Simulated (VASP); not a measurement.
# Ti (P6_3/mmc) in VASP: a series of runs

The runs below take Ti through single point, relaxation of cell and atoms, with PBE.

Program: VASP 6.6.1. These are calculated values, not measurements. Logs are shortened: lines on timing, memory, paths and dates and some standing lists are left out, and cuts for length are marked.

**1. The cell of the first run**

It takes space group P6_3/mmc (No. 194, hexagonal). The conventional cell has a = 2.938 Å, b = 2.938 Å, c = 4.653 Å, α = 90.00°, β = 90.00°, γ = 120.00°. Within 3.8 Å of Ti (site symmetry -6m2) lie 12 Ti at 2.88 to 2.94 Å.

**2. Single point, PBE**

INCAR reads:

```
PREC     = Accurate       # precision mode
ENCUT    = 520            # plane-wave cutoff, eV
EDIFF    = 1E-6           # SCF threshold, eV
ISMEAR   = 0              # smearing method
SIGMA    = 0.2            # smearing width, eV
LREAL    = False          # projectors in reciprocal space
LASPH    = True           # aspherical terms in the spheres
NELM     = 100            # most SCF steps
ALGO     = Normal         # electronic algorithm
ISIF     = 2              # what is computed and relaxed
LWAVE    = False          # write WAVECAR
LCHARG   = True           # write CHGCAR
GGA      = PE             # functional
LELF     = True           # ELF
LVHAR    = True         
NBANDS   = 19             # bands
```

KPOINTS reads:

```
regular mesh
0
Gamma
  13 13 7
```

POSCAR reads:

```
Ti
1.0
    2.9384094506      0.0000000000      0.0000000000
   -1.4692047253      2.5447372309      0.0000000000
    0.0000000000      0.0000000000      4.6529805423
Ti
2
Direct
    0.3333333333      0.6666666667      0.2500000000
    0.6666666667      0.3333333333      0.7500000000
```

Potentials or basis: VASP PAW PBE potentials, release 64 (Ti_sv).

On the command line:

```console
$ cat potpaw_PBE.64/Ti_sv/POTCAR > POTCAR
$ mpirun -np 1 vasp_std > vasp.out
```

OUTCAR:

```text
PREC = Accurate
   ENCUT = 520
   EDIFF = 1E-6
   ISMEAR = 0
   LREAL = False
   LASPH = True
   NELM = 100
   ISIF = 2
   GGA = PE

 ion  position               nearest neighbor table
   1  0.333  0.667  0.250-   2 2.88   2 2.88   2 2.88   2 2.88   2 2.88   2 2.88
   2  0.667  0.333  0.750-   1 2.88   1 2.88   1 2.88   1 2.88   1 2.88   1 2.88

  LATTYP: Found a hexagonal cell.
 ALAT       =     2.9384094506
 C/A-ratio  =     1.5835031232

  Lattice vectors:

 A1 = (   2.9384094506,   0.0000000000,   0.0000000000)
 A2 = (  -1.4692047253,   2.5447372309,   0.0000000000)
 A3 = (   0.0000000000,   0.0000000000,   4.6529805423)

Analysis of symmetry for initial positions (statically):
=====================================================================
 Subroutine PRICEL returns:
 Original cell was already a primitive cell.

 Routine SETGRP: Setting up the symmetry group for a
 hexagonal supercell.

 Subroutine GETGRP returns: Found 24 space group operations
 (whereof 12 operations were pure point group operations)
 out of a pool of 24 trial point group operations.

The static configuration has the point symmetry D_3d.
 The point group associated with its full space group is D_6h.

Analysis of symmetry for dynamics (positions and initial velocities):
=====================================================================
 Subroutine PRICEL returns:
 Original cell was already a primitive cell.

 Routine SETGRP: Setting up the symmetry group for a
 hexagonal supercell.

 Subroutine GETGRP returns: Found 24 space group operations
 (whereof 12 operations were pure point group operations)
 out of a pool of 24 trial point group operations.

The dynamic configuration has the point symmetry D_3d.
 The point group associated with its full space group is D_6h.

 Subroutine INISYM returns: Found 24 space group operations
 (whereof 12 operations are pure point group operations),
 and found     1 'primitive' translations

----------------------------------------------------------------------------------------

                                     Primitive cell

  volume of cell :      34.7926

  direct lattice vectors                    reciprocal lattice vectors
     2.938409451  0.000000000  0.000000000     0.340320169  0.196483941  0.000000000
    -1.469204725  2.544737231  0.000000000     0.000000000  0.392967882  0.000000000
     0.000000000  0.000000000  4.652980542     0.000000000  0.000000000  0.214916007

  length of vectors
     2.938409451  2.938409451  4.652980542     0.392967882  0.392967882  0.214916007

  position of ions in fractional coordinates (direct lattice)
     0.333333333  0.666666667  0.250000000
     0.666666667  0.333333333  0.750000000

  ion indices of the primitive-cell ions
   primitive index   ion index
                 1           1
                 2           2

----------------------------------------------------------------------------------------

 KPOINTS: regular mesh

Automatic generation of k-mesh.
 Grid dimensions read from file:
 generate k-points for:   13   13    7

 Generating k-lattice:

  Cartesian coordinates                     Fractional coordinates (reciprocal lattice)
     0.026178475  0.015114149  0.000000000     0.076923077  0.000000000  0.000000000
     0.000000000  0.030228299  0.000000000     0.000000000  0.076923077  0.000000000
     0.000000000  0.000000000  0.030702287     0.000000000  0.000000000  0.142857143

  Length of vectors
     0.030228299  0.030228299  0.030702287

  Shift w.r.t. Gamma in fractional coordinates (k-lattice)
     0.000000000  0.000000000  0.000000000

 Subroutine IBZKPT returns following result:
 ===========================================

 Found     84 irreducible k-points:

 Following reciprocal coordinates:
            Coordinates               Weight
  0.000000  0.000000  0.000000      1.000000
  0.076923  0.000000  0.000000      6.000000
  0.153846  0.000000  0.000000      6.000000
  0.230769  0.000000  0.000000      6.000000
  0.307692  0.000000  0.000000      6.000000
  0.384615  0.000000  0.000000      6.000000
[... 16 lines left out ...]
  0.076923  0.000000  0.142857     12.000000
  0.153846  0.000000  0.142857     12.000000
 [... further k-points ...]
   k-points           NKPTS =     84   k-points in BZ     NKDIM =     84   number of bands    NBANDS=     19
   number of dos      NEDOS =    301   number of ions     NIONS =      2
   total plane-waves  NPLWV =  20736
   dimension x,y,z NGX =    24 NGY =   24 NGZ =   36
   dimension x,y,z NGXF=    48 NGYF=   48 NGZF=   72
   ions per type =               2
   NGX,Y,Z   is equivalent  to a cutoff of  13.58, 13.58, 12.86 a.u.
   NGXF,Y,Z  is equivalent  to a cutoff of  27.16, 27.16, 25.72 a.u.
 SYSTEM =  unknown system
   PREC   = accura    normal or accurate (medium, high low for compatibility)
   ISTART =      0    job   : 0-new  1-cont  2-samecut
   ICHARG =      2    charge: 1-file 2-atom 10-const
   ISPIN  =      1    spin polarized calculation?
   LNONCOLLINEAR =      F non collinear calculations
   LSORBIT =      F    spin-orbit coupling
   LASPH  =      T    aspherical Exc in radial PAW
   ENCUT  =  520.0 eV  38.22 Ry    6.18 a.u.   5.46  5.46  8.65*2*pi/ulx,y,z
   NELM   =    100;   NELMIN=  2; NELMDL= -5     # of ELM steps
   EDIFF  = 0.1E-05   stopping-criterion for ELM
   LREAL  =      F    real-space projection
   EDIFFG = 0.1E-04   stopping-criterion for IOM
   NSW    =      0    number of steps for IOM
   IBRION =     -1    ionic relax: 0-MD 1-quasi-New 2-CG
   NFREE  =      0    steps in history (QN), initial steepest desc. (CG)
   ISIF   =      2    stress and relaxation
   ISYM   =      2    0-nonsym 1-usesym 2-fastsym
   POTIM  = 0.5000    time-step for ionic-motion
   TEBEG  =    0.0;   TEEND  =   0.0 temperature during run
   PSTRESS=    0.0 pullay stress
   NELECT =      24.0000    total number of electrons
   NUPDOWN=      -1.0000    fix difference up-down
   EMIN   =  10.00;   EMAX   =-10.00  energy-range for DOS
   EFERMI =   0.00;   METHOD = LEGACY
   ISMEAR =     0;   SIGMA  =   0.20  broadening in eV -4-tet -1-fermi 0-gaus
   EFERMI_NEDOS =   21; number of points for ismear=-14 and -15
   IALGO  =     38    algorithm
   IMIX   =      4    mixing-type and parameters
     AMIX     =   0.40;   BMIX     =  1.00
     AMIX_MAG =   1.60;   BMIX_MAG =  1.00
  volume/ion in A,a.u.               =      17.40       117.40
  Fermi-wavevector in a.u.,A,eV,Ry     =   1.446493  2.733476 28.468051  2.092343
  Thomas-Fermi vector in A             =   2.564555
   LORBIT       =      0    0 simple, 1 ext, 2 COOP (PROOUT), +10 PAW based schemes
   GGA     = PE    functional components
   LHFCALC =     F    Hartree Fock is set to
   AEXX    =    0.0000 exact exchange contribution
   IVDW    =     0    specifies the selected vdW correction
   LEPSILON=     F    determine dielectric tensor
   LRPA    =     F    only Hartree local field effects (RPA)
 non-spin polarized calculation
 Gauss-broadening in eV      SIGMA  =   0.20
  energy-cutoff  :      520.00
  volume of cell :       34.79
 maximum number of plane-waves:       965
 NGX is ok and might be reduce to    24
   NGX = 11   NGY = 11   NGZ = 17

 number of electron      24.0000002 magnetization

 Free energy of the ion-electron system (eV)
  ---------------------------------------------------
  ext. energy  EPLUGINS =         0.00000000
  ---------------------------------------------------
  free energy    TOTEN  =       -15.69258076 eV

  energy without entropy =      -15.64866140  energy(sigma->0) =      -15.67062108

 E-fermi :   8.3093     XC(G=0): -11.4896

 val. band max:        8.3027097047   @ k =   0.2308   0.2308   0.4286
 cond. band min:       8.3175091538   @ k =   0.0000   0.0000   0.4286
 fundamental gap:      0.0147994492
 Fermi energy:         8.3093486547

 k-point     1 :       0.0000    0.0000    0.0000
  band No.  band energies     occupation
      1     -48.5409      2.00000
      2     -48.4049      2.00000
      3     -25.1244      2.00000
      4     -24.4888      2.00000
      5     -24.4888      2.00000
      6     -24.4196      2.00000
[... 11 lines left out ...]
     18       9.9416      0.00000
     19      11.4673      0.00000

 k-point     2 :       0.0769    0.0000    0.0000
  band No.  band energies     occupation
      1     -48.5351      2.00000
      2     -48.4027      2.00000
      3     -25.1115      2.00000
      4     -24.5152      2.00000
      5     -24.4977      2.00000
      6     -24.4251      2.00000
[... 11 lines left out ...]
     18       9.8498      0.00000
     19      11.5165      0.00000

 k-point     3 :       0.1538    0.0000    0.0000
  band No.  band energies     occupation
      1     -48.5188      2.00000
      2     -48.3966      2.00000
      3     -25.0743      2.00000
      4     -24.5887      2.00000
      5     -24.5215      2.00000
      6     -24.4910      2.00000
[... 11 lines left out ...]
     18       9.9912      0.00000
     19      11.6242      0.00000

 k-point     4 :       0.2308    0.0000    0.0000
  band No.  band energies     occupation
      1     -48.4949      2.00000
      2     -48.3889      2.00000
      3     -25.0175      2.00000
      4     -24.6934      2.00000
      5     -24.5933      2.00000
      6     -24.5538      2.00000
[... 11 lines left out ...]
     18      10.4397      0.00000
     19      11.7318      0.00000

 k-point     5 :       0.3077    0.0000    0.0000
  band No.  band energies     occupation
      1     -48.4679      2.00000
      2     -48.3824      2.00000
      3     -24.9485      2.00000
      4     -24.8055      2.00000
      5     -24.6983      2.00000
      6     -24.5869      2.00000
[... 11 lines left out ...]
     18      10.9660      0.00000
     19      11.8119      0.00000

 k-point     6 :       0.3846    0.0000    0.0000
  band No.  band energies     occupation
      1     -48.4429      2.00000
      2     -48.3794      2.00000
      3     -24.8987      2.00000
      4     -24.8786      2.00000
      5     -24.7828      2.00000
      6     -24.6136      2.00000
[... 11 lines left out ...]
     18      11.4803      0.00000
     19      11.8607      0.00000

 k-point     7 :       0.4615    0.0000    0.0000
  band No.  band energies     occupation
      1     -48.4267      2.00000
      2     -48.3798      2.00000
      3     -24.9514      2.00000
      4     -24.8297      2.00000
      5     -24.8278      2.00000
      6     -24.6285      2.00000
[... 11 lines left out ...]
     18      11.8830      0.00000
     19      12.3896      0.00000

 k-point     8 :       0.0769    0.0769    0.0000
  band No.  band energies     occupation
      1     -48.5240      2.00000
      2     -48.3985      2.00000
      3     -25.0864      2.00000
      4     -24.5604      2.00000
      5     -24.5238      2.00000
      6     -24.4590      2.00000
[... 256 lines left out ...]
 k-point    20 :       0.3846    0.2308    0.0000
  band No.  band energies     occupation
      1     -48.4066      2.00000
      2     -48.3845      2.00000
      3     -24.8961      2.00000
      4     -24.7784      2.00000
      5     -24.7572      2.00000
      6     -24.7323      2.00000
[... 11 lines left out ...]
     18      11.6547      0.00000
     19      13.5171      0.00000

 k-point    21 :       0.3077    0.3077    0.0000
  band No.  band energies     occupation
      1     -48.4006      2.00000
      2     -48.3876      2.00000
      3     -24.8733      2.00000
      4     -24.7767      2.00000
      5     -24.7408      2.00000
      6     -24.7327      2.00000
[... 11 lines left out ...]
     18      11.6192      0.00000
     19      13.7921      0.00000

 k-point    22 :       0.0000    0.0000    0.1429
  band No.  band energies     occupation
      1     -48.5342      2.00000
      2     -48.4118      2.00000
      3     -25.0908      2.00000
      4     -24.4839      2.00000
      5     -24.4839      2.00000
      6     -24.4559      2.00000
[... 11 lines left out ...]
     18      10.1270      0.00000
     19      11.4759      0.00000

 k-point    23 :       0.0769    0.0000    0.1429
  band No.  band energies     occupation
      1     -48.5286      2.00000
      2     -48.4093      2.00000
      3     -25.0795      2.00000
      4     -24.5096      2.00000
      5     -24.4925      2.00000
      6     -24.4704      2.00000
[... 11 lines left out ...]
     18      10.0844      0.00000
     19      11.5157      0.00000

 k-point    24 :       0.1538    0.0000    0.1429
  band No.  band energies     occupation
      1     -48.5128      2.00000
      2     -48.4027      2.00000
      3     -25.0477      2.00000
      4     -24.5812      2.00000
      5     -24.5278      2.00000
      6     -24.5156      2.00000
[... 11 lines left out ...]
     18      10.1055      0.00000
     19      11.6020      0.00000

 [... further k-points ...]
[... 5 lines left out ...]
  --------------------------------------------------------------------------------------
  -------------------------------------------------------------------------------------
  Total       -0.0409520     -0.0409520     -0.0457724      0.0000000     -0.0000000     -0.0000000
  in kB       -1.8858162     -1.8858162     -2.1077909      0.0000000     -0.0000000     -0.0000000
  external PRESSURE =      -1.9598078 kB  Pullay stress =       0.0000000 kB

 VOLUME and BASIS-vectors are now :
 -----------------------------------------------------------------------------
  energy-cutoff  :      520.00
  volume of cell :       34.79
      direct lattice vectors                 reciprocal lattice vectors
     2.938409451  0.000000000  0.000000000     0.340320169  0.196483941  0.000000000
    -1.469204725  2.544737231  0.000000000     0.000000000  0.392967882  0.000000000
     0.000000000  0.000000000  4.652980542     0.000000000  0.000000000  0.214916007

 POSITION                                       TOTAL-FORCE (eV/Angst)
 -----------------------------------------------------------------------------------
     -0.00000      1.69649      1.16325        -0.000000      0.000000      0.000000
      1.46920      0.84825      3.48974         0.000000     -0.000000      0.000000
 -----------------------------------------------------------------------------------
    total drift:                                0.000000     -0.000000      0.000000

  FREE ENERGIE OF THE ION-ELECTRON SYSTEM (eV)
  ---------------------------------------------------
  free  energy   TOTEN  =       -15.6925807623 eV

  energy  without entropy=      -15.6486614036  energy(sigma->0) =      -15.67062108
```

Run time: 23 s. Hardware: 1 thread of Intel Xeon Platinum 8488C (Sapphire Rapids), shared host; peak memory 0.18 GiB.

What came out:

```yaml
Free_energy: -15.6926 eV
Pressure: -0.2 GPa
Band_gap_on_the_k_mesh: zero (band 12 reaches 9.09 eV, above the bottom of band 13 at 7.99 eV)
```

Levels at points of the mesh, in eV from the Fermi level:
| k point | band 8 | band 9 | band 10 | band 11 | band 12 | band 13 | band 14 | band 15 | band 16 | band 17 |
| --- | --- | --- | --- | --- | --- | --- | --- | --- | --- | --- |
| (0.00, 0.00, 0.00) | -32.70 | -6.20 | -2.67 | 0.78 | 0.78 | 0.78 | 0.90 | 1.28 | 1.28 | 1.63 |

**3. Single point, PBE**

INCAR reads:

```
SYSTEM = Ti
PREC     = Accurate       ! precision mode
ENCUT    = 520            ! plane-wave cutoff, eV
EDIFF    = 1E-6           ! SCF threshold, eV
ISMEAR   = -5             ! smearing method
SIGMA    = 0.1            ! smearing width, eV
LREAL    = .FALSE.        ! projectors in reciprocal space
LASPH    = .TRUE.         ! aspherical terms in the spheres
NELM     = 100            ! most SCF steps
ALGO     = Normal         ! electronic algorithm
ISIF     = 2              ! what is computed and relaxed
LWAVE    = .FALSE.        ! write WAVECAR
LCHARG   = .FALSE.        ! write CHGCAR
GGA      = PE             ! functional
NBANDS   = 19             ! bands
```

KPOINTS reads:

```
Automatic mesh
0
G
  13 13 7
  0 0 0
```

POSCAR is that of step 2.

Potentials or basis: VASP PAW PBE potentials, release 64 (Ti_sv).

On the command line:

```console
$ cat potpaw_PBE.64/Ti_sv/POTCAR > POTCAR
$ mpirun -np 1 vasp_std > vasp.out
```

Run time: 24 s. Hardware: 1 thread of Intel Xeon Platinum 8488C (Sapphire Rapids), shared host; peak memory 0.18 GiB.

Results (log left out):

```yaml
Free_energy: -15.6721 eV
Pressure: -0.3 GPa
Band_gap_on_the_k_mesh: zero (band 12 reaches 9.09 eV, above the bottom of band 13 at 7.99 eV)
```

Stress tensor (GPa, compression positive):
```
-0.37  0.00  0.00
 0.00 -0.37  0.00
 0.00  0.00 -0.26
```

Levels at points of the mesh, in eV from the Fermi level:
```csv
k point,band 8,band 9,band 10,band 11,band 12,band 13,band 14,band 15,band 16,band 17
"(0.00, 0.00, 0.00)",-32.74,-6.23,-2.71,0.74,0.75,0.75,0.86,1.25,1.25,1.59
```

Caveat: tetrahedron occupations give inexact forces and stress in metals.

**4. Relaxation of cell and atoms, PBE**

This run uses another cell than the first one, of 15.64 Å³/atom, 0.899 times its volume.

INCAR reads:

```
SYSTEM = Ti
PREC = Accurate ; ENCUT = 600
EDIFF = 1E-6 ; ISMEAR = -1
SIGMA = 0.05 ; LREAL = .False.
LASPH = .True. ; NELM = 60
ALGO = Normal ; ISIF = 3
LWAVE = .False. ; LCHARG = .False.
GGA = PE ; IBRION = 2
NSW = 100 ; EDIFFG = -0.005
```

KPOINTS reads:

```
regular mesh
0
Gamma
  13 13 7
  0 0 0
```

POSCAR reads:

```
Ti
1.0
    2.8146323933      0.0000000000      0.0000000000
   -1.4073161967      2.4375431550      0.0000000000
    0.0000000000      0.0000000000      4.5597044772
Ti
2
Direct
    0.3333333333      0.6666666667      0.2500000000
    0.6666666667      0.3333333333      0.7500000000
```

On the command line:

```console
$ cat potpaw_PBE.64/Ti_sv/POTCAR > POTCAR
$ mpirun -np 1 vasp_std > vasp.out
```

Run time: 2.1 min. Hardware: 1 thread of Intel Xeon Platinum 8488C (Sapphire Rapids), shared host; peak memory 0.18 GiB.

It converged, with:

* Free energy: -15.6782 eV
* Relaxed volume: 17.36 Å³/atom
* Relaxed cell: a = 2.936 Å, b = 2.936 Å, c = 4.649 Å, α = 90.00°, β = 90.00°, γ = 120.00°
* Space group after relaxing (to 0.05 Å): P6_3/mmc (No. 194)
* Energy gained by relaxing: 69.8 meV/atom
* Ionic steps: 10
* Pressure after relaxing: 0.0 GPa
* Band gap on the k mesh: zero (band 12 reaches 9.12 eV, above the bottom of band 13 at 8.01 eV)

The path:
| step | energy change (eV) | largest force (eV/Å) | pressure (GPa) | volume (Å³) |
| --- | --- | --- | --- | --- |
| 1 | 0.0000 | 0.0000 | 13.78 | 31.28 |
| 2 | -0.0556 | 0.0000 | -8.10 | 37.78 |
| 3 | -0.1373 | 0.0000 | -0.15 | 34.75 |
| 4 | -0.1373 | 0.0000 | 0.07 | 34.68 |
| 5 | -0.1391 | 0.0000 | 0.09 | 34.67 |
| 6 | -0.1396 | 0.0000 | 0.12 | 34.67 |
| 7 | -0.1397 | 0.0000 | 0.13 | 34.67 |
| 8 | -0.1397 | 0.0000 | 0.13 | 34.67 |
| 9 | -0.1397 | 0.0000 | -0.09 | 34.75 |
| 10 | -0.1397 | 0.0000 | 0.00 | 34.71 |

Final structure:
```
CELL_PARAMETERS angstrom
2.93625 0.00000 0.00000
-1.46812 2.54287 0.00000
0.00000 0.00000 4.64882
ATOMIC_POSITIONS crystal
Ti 0.33333 0.66667 0.25000
Ti 0.66667 0.33333 0.75000
```

Levels at points of the mesh, in eV from the Fermi level:
```tsv
k point	band 8	band 9	band 10	band 11	band 12	band 13	band 14	band 15	band 16
(0.00, 0.00, 0.00)	-32.71	-6.22	-2.70	0.77	0.77	0.77	0.88	1.27	1.27
```

**5. Overview**

```csv
task,cell,cutoff (eV),smearing,gap on the mesh (eV),pressure (GPa)
single point,"a = 2.938, b = 2.938, c = 4.653 Å, angles 90.0, 90.0, 120.0°, 2 atoms",520,gaussian 0.2 eV,none,-0.2
single point,"a = 2.938, b = 2.938, c = 4.653 Å, angles 90.0, 90.0, 120.0°, 2 atoms",520,tetrahedron,none,-0.3
relaxation of cell and atoms,"relaxed from a = 2.815, b = 2.815, c = 4.560 Å, angles 90.0, 90.0, 120.0°, 2 atoms",600,fermi-dirac 0.05 eV,none,0.0
```

Alike in all rows: level PBE; potentials or basis VASP PAW PBE potentials, release 64 (Ti_sv); no spin polarisation; k mesh 13 × 13 × 7.

Caveats: tetrahedron occupations give inexact forces and stress in metals (some runs).

Absolute energies hang on the potentials; compare differences alone.
